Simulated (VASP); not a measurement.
AlN, 2 atoms in the cell. The typed cell holds 2 atoms: a = 2.828 Å, b = 2.777 Å, c = 2.880 Å, α = 62.33°, β = 62.90°, γ = 61.78°.  This cell differs from its parent crystal: engineering shear strain xz -0.0700, engineering shear strain yz -0.0350.

* Program: VASP 6.6.1
* Task: single point
* Functional: PBE
* Potentials or basis: VASP PAW PBE potentials, release 64 (Al, N)
* Cutoff: 520 eV
* k mesh: 10 × 10 × 10
* Occupations: gaussian, width 0.05 eV
* Spin: no spin polarisation
* Dipole correction: no
* Further INCAR settings: ALGO = Normal; EDIFF = 1e-06; NBANDS = 11

Potentials or basis: VASP PAW PBE potentials, release 64 (Al, N).

Launch:

```console
$ cat potpaw_PBE.64/Al/POTCAR potpaw_PBE.64/N/POTCAR > POTCAR
$ mpirun -np 1 vasp_std > vasp.out
```

Hardware: 1 thread of Intel Xeon 8259CL, on a shared host.

Problem. How long does it take, and how much memory?

Solution. Wall time 87 s on 1 thread of Intel Xeon 8259CL, with other jobs on the host, peak memory 0.21 GiB. Counts: scf iterations 12, k points 504.
